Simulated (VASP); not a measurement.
# Al2IrAu4 (I-4) in VASP: single point with LDA

Aim: the single point of Al2IrAu4 with LDA.

All numbers are computed with VASP 6.6.1; they aren't measurements. Logs are shortened: lines on timing, memory, paths and dates and some standing lists are left out, and cuts for length are marked.

## 1. The cell of the first run

The structure is tetragonal, space group I-4 (No. 82). Conventional cell: a = 5.203 Å, b = 5.203 Å, c = 10.494 Å, α = 90.00°, β = 90.00°, γ = 90.00°. Within 3.3 Å of Al (site symmetry -4) lie 4 Au at 2.47 Å. Al (site symmetry -4) has 4 Au at 2.48 Å within 3.3 Å. Within 3.3 Å of Au (site symmetry 1) lie 2 Al at 2.47 to 2.48 Å and 1 Ir at 2.54 Å and 3 Au at 2.78 to 2.81 Å. Ir (site symmetry -4) has 4 Au at 2.54 Å within 3.4 Å.

## 2. Single point, LDA

Contents of INCAR:

```
PREC     = Accurate       # precision mode
ENCUT    = 520            # plane-wave cutoff, eV
EDIFF    = 1E-7           # SCF threshold, eV
ISMEAR   = -1             # smearing method
SIGMA    = 0.1            # smearing width, eV
LREAL    = F              # projectors in reciprocal space
LASPH    = T              # aspherical terms in the spheres
NELM     = 60             # most SCF steps
ALGO     = Normal         # electronic algorithm
ISIF     = 2              # what is computed and relaxed
LWAVE    = F              # write WAVECAR
LCHARG   = F              # write CHGCAR
NBANDS   = 38             # bands
```

Contents of KPOINTS:

```
Automatic mesh
0
Gamma
  5 5 5
```

Contents of POSCAR:

```
Al2IrAu4
1.0
    0.0000000000      5.2028280000      0.0000000000
    5.2028280000      0.0000000000      0.0000000000
    2.6014140000      2.6014140000     -5.2470230000
Al Au Ir
2 4 1
Direct
    0.7500000000      0.2500000000      0.5000000000
    0.5000000000      0.5000000000      0.0000000000
    0.3544194855      0.4724946625      0.6848489404
    0.5275053375      0.0392684258      0.3151510596
    0.9607315742      0.8426563971      0.6848489404
    0.1573436029      0.6455805145      0.3151510596
    0.0000000000      0.0000000000      0.0000000000
```

Potentials or basis: VASP PAW LDA potentials, release 64 (Al, Au, Ir).

Started as:

```console
> cat potpaw_LDA.64/Al/POTCAR potpaw_LDA.64/Au/POTCAR potpaw_LDA.64/Ir/POTCAR > POTCAR
> mpirun -np 1 vasp_std > vasp.out
```

OUTCAR:

```text
PREC = Accurate
   ENCUT = 520
   EDIFF = 1E-7
   ISMEAR = -1
   LREAL = F
   LASPH = T
   NELM = 60
   ISIF = 2

 ion  position               nearest neighbor table
   1  0.750  0.250  0.500-   3 2.47   6 2.47   5 2.47   4 2.47
   2  0.500  0.500  0.000-   3 2.48   6 2.48   5 2.48   4 2.48
   3  0.354  0.472  0.685-   1 2.47   2 2.48   7 2.54   4 2.78   6 2.78   5 2.81
   4  0.528  0.039  0.315-   1 2.47   2 2.48   7 2.54   5 2.78   3 2.78   6 2.81
   5  0.961  0.843  0.685-   1 2.47   2 2.48   7 2.54   4 2.78   6 2.78   3 2.81
   6  0.157  0.646  0.315-   1 2.47   2 2.48   7 2.54   5 2.78   3 2.78   4 2.81
   7  0.000  0.000  0.000-   4 2.54   5 2.54   6 2.54   3 2.54

  LATTYP: Found a body centered tetragonal cell.
 ALAT       =     5.2028280000
 C/A-ratio  =     2.0169888376

  Lattice vectors:

 A1 = (  -2.6014140000,   2.6014140000,   5.2470230000)
 A2 = (   2.6014140000,  -2.6014140000,   5.2470230000)
 A3 = (   2.6014140000,   2.6014140000,  -5.2470230000)

Analysis of symmetry for initial positions (statically):
=====================================================================
 Subroutine PRICEL returns:
 Original cell was already a primitive cell.

 Routine SETGRP: Setting up the symmetry group for a
 body centered tetragonal supercell.

 Subroutine GETGRP returns: Found  4 space group operations
 (whereof  4 operations were pure point group operations)
 out of a pool of 16 trial point group operations.

The static configuration has the point symmetry S_4 .

Analysis of symmetry for dynamics (positions and initial velocities):
=====================================================================
 Subroutine PRICEL returns:
 Original cell was already a primitive cell.

 Routine SETGRP: Setting up the symmetry group for a
 body centered tetragonal supercell.

 Subroutine GETGRP returns: Found  4 space group operations
 (whereof  4 operations were pure point group operations)
 out of a pool of 16 trial point group operations.

The dynamic configuration has the point symmetry S_4 .

 Subroutine INISYM returns: Found  4 space group operations
 (whereof  4 operations are pure point group operations),
 and found     1 'primitive' translations

----------------------------------------------------------------------------------------

                                     Primitive cell

[... 97 lines left out ...]
   LREAL  =      F    real-space projection
   EDIFFG = 0.1E-05   stopping-criterion for IOM
   NSW    =      0    number of steps for IOM
   IBRION =     -1    ionic relax: 0-MD 1-quasi-New 2-CG
   NFREE  =      0    steps in history (QN), initial steepest desc. (CG)
   ISIF   =      2    stress and relaxation
   ISYM   =      2    0-nonsym 1-usesym 2-fastsym
   POTIM  = 0.5000    time-step for ionic-motion
   TEBEG  =    0.0;   TEEND  =   0.0 temperature during run
   PSTRESS=    0.0 pullay stress
   NELECT =      59.0000    total number of electrons
   NUPDOWN=      -1.0000    fix difference up-down
   EMIN   =  10.00;   EMAX   =-10.00  energy-range for DOS
   EFERMI =   0.00;   METHOD = LEGACY
   ISMEAR =    -1;   SIGMA  =   0.10  broadening in eV -4-tet -1-fermi 0-gaus
   EFERMI_NEDOS =   21; number of points for ismear=-14 and -15
   IALGO  =     38    algorithm
   IMIX   =      4    mixing-type and parameters
     AMIX     =   0.40;   BMIX     =  1.00
     AMIX_MAG =   1.60;   BMIX_MAG =  1.00
  volume/ion in A,a.u.               =      20.29       136.93
  Fermi-wavevector in a.u.,A,eV,Ry     =   1.221504  2.308308 20.300870  1.492072
  Thomas-Fermi vector in A             =   2.356684
   LORBIT       =      0    0 simple, 1 ext, 2 COOP (PROOUT), +10 PAW based schemes
   GGA     = CA    functional components
   LHFCALC =     F    Hartree Fock is set to
   AEXX    =    0.0000 exact exchange contribution
   IVDW    =     0    specifies the selected vdW correction
   LEPSILON=     F    determine dielectric tensor
   LRPA    =     F    only Hartree local field effects (RPA)
 non-spin polarized calculation
  energy-cutoff  :      520.00
  volume of cell :      142.03
 maximum number of plane-waves:      3864
   NGX = 19   NGY = 19   NGZ = 23

 number of electron      59.0000002 magnetization

 Free energy of the ion-electron system (eV)
  ---------------------------------------------------
  ext. energy  EPLUGINS =         0.00000000
  ---------------------------------------------------
  free energy    TOTEN  =       -34.17801128 eV

  energy without entropy =      -34.02379298  energy(sigma->0) =      -34.10090213

 E-fermi :   6.3117     XC(G=0): -11.1106

 val. band max:        6.2688198629   @ k =   0.2000   0.0000  -0.0000
 cond. band min:       6.3184132009   @ k =   0.0000   0.0000   0.2000
 fundamental gap:      0.0495933380
 Fermi energy:         6.3117236595

 k-point     1 :       0.0000    0.0000    0.0000
  band No.  band energies     occupation
      1      -2.7465      2.00000
      2      -0.1947      2.00000
      3      -0.0673      2.00000
      4       0.0218      2.00000
      5       0.2008      2.00000
      6       0.2008      2.00000
[... 850 lines left out ...]
     37      10.8842      0.00000
     38      11.5069      0.00000

------------------------ aborting loop because EDIFF is reached ----------------------------------------

  FORCE on cell =-STRESS in cart. coord.  units (eV):
  Direction    XX          YY          ZZ          XY          YZ          ZX
  --------------------------------------------------------------------------------------
  -------------------------------------------------------------------------------------
  Total       -2.4435687     -2.4435687     -2.3881928      0.0000000      0.0000000      0.0000000
  in kB      -27.5640626    -27.5640626    -26.9394091      0.0000005      0.0000000      0.0000000
  external PRESSURE =     -27.3558448 kB  Pullay stress =       0.0000000 kB

 VOLUME and BASIS-vectors are now :
 -----------------------------------------------------------------------------
  energy-cutoff  :      520.00
  volume of cell :      142.03
      direct lattice vectors                 reciprocal lattice vectors
     0.000000000  5.202828000  0.000000000     0.000000000  0.192203163  0.095292130
     5.202828000  0.000000000  0.000000000     0.192203163  0.000000000  0.095292130
     2.601414000  2.601414000 -5.247023000     0.000000000  0.000000000 -0.190584261

 POSITION                                       TOTAL-FORCE (eV/Angst)
 -----------------------------------------------------------------------------------
      2.60141      5.20283     -2.62351        -0.000000      0.000000      0.000000
      2.60141      2.60141      0.00000        -0.000000      0.000000      0.000000
      4.23988      3.62556     -3.59342         0.022877      0.006610      0.018256
      1.02415      3.56436     -1.65360         0.006610     -0.022877     -0.018256
      6.16577      6.78010     -3.59342        -0.022877     -0.006610      0.018256
      4.17868      1.63847     -1.65360        -0.006610      0.022877     -0.018256
      0.00000      0.00000      0.00000        -0.000000      0.000000      0.000000
 -----------------------------------------------------------------------------------
    total drift:                               -0.000002      0.000002      0.000000

  FREE ENERGIE OF THE ION-ELECTRON SYSTEM (eV)
  ---------------------------------------------------
  free  energy   TOTEN  =       -34.1780112790 eV

  energy  without entropy=      -34.0237929754  energy(sigma->0) =      -34.10090213
```

stdout:

```text
POSCAR found type information on POSCAR AlAuIr
 POSCAR found :  3 types and       7 ions
 scaLAPACK will be used
 LDA part: xc-table for (Slater(with rela. corr.)+CA(PZ))
 , standard interpolation
 POSCAR, INCAR and KPOINTS ok, starting setup
 FFT: planning ... GRIDC
 FFT: planning ... GRID_SOFT
 FFT: planning ... GRID
 WAVECAR not read
 entering main loop
```

It took 82 s on 1 thread of Intel Xeon 6975P-C, shared host; peak memory 0.29 GiB.

What came out:

* Free energy: -34.1780 eV
* Pressure: -2.7 GPa
* Largest force: 0.030 eV/Å

Forces on the atoms (eV/Å):
```
Al   0.000  0.000  0.000
Al   0.000  0.000  0.000
Au   0.023  0.007  0.018
Au   0.007 -0.023 -0.018
Au  -0.023 -0.007  0.018
Au  -0.007  0.023 -0.018
Ir   0.000  0.000  0.000
```

Caveat: spin-orbit coupling is left out, which moves the levels of the heavy elements.
